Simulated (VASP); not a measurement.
Set up this calculation in VASP 6.6.1, as the native input.

- Task: single point
- Functional: LDA
- Potentials or basis: VASP PAW LDA potentials, release 64 (Mn_pv, V_sv)
- Cutoff: 520 eV
- k mesh: 11 × 11 × 11
- Occupations: fermi-dirac, width 0.05 eV
- Spin: collinear spin, ferromagnetic start
- Starting moments: [0.6, 0.6] μB
- Fixed moment: 1.2 μB
- Dipole correction: no
- Further INCAR settings: ALGO = Normal; EDIFF = 1e-07; NBANDS = 24

The structure of MnV lies in POSCAR:

```
MnV
1.0
    2.9000000000      0.0000000000      0.0000000000
    0.0000000000      2.9000000000      0.0000000000
    0.0000000000      0.0000000000      2.9000000000
Mn V
1 1
Direct
    0.0000000000      0.0000000000      0.0000000000
    0.5000000000      0.5000000000      0.5000000000
```

These files were run (other wordings do the same):

INCAR

```
SYSTEM = MnV
  PREC = Accurate
  ENCUT = 520
  EDIFF = 1E-7
  ISMEAR = -1
  SIGMA = 0.05
  LREAL = .FALSE.
  LASPH = .TRUE.
  NELM = 150
  ALGO = Normal
  ISIF = 2
  LWAVE = .FALSE.
  LCHARG = .FALSE.
  ISPIN = 2
  MAGMOM = 0.6 0.6
  LORBIT = 11
  NUPDOWN = 1.2
  LMAXMIX = 4
  NBANDS = 24
```

KPOINTS

```
regular mesh
0
G
  11 11 11
  0 0 0
```

Potentials or basis: VASP PAW LDA potentials, release 64 (Mn_pv, V_sv).

The run is started by

```sh
$ cat potpaw_LDA.64/Mn_pv/POTCAR potpaw_LDA.64/V_sv/POTCAR > POTCAR
$ mpirun -np 1 vasp_std > vasp.out
```

Results of the run:

The pressure is -15.9 GPa and the net moment is 1.20 μB per cell. The site moments are Mn +1.16; V -0.03 μB and the valence electrons inside the program's atomic spheres are Mn 11.93; V 11.68.

Caveat: the cell stands under tension; the total moment is fixed, so each spin has its own Fermi level.

Run time: 63 s on 1 thread of Intel Xeon 8259CL (shared host), peak memory 0.17 GiB.
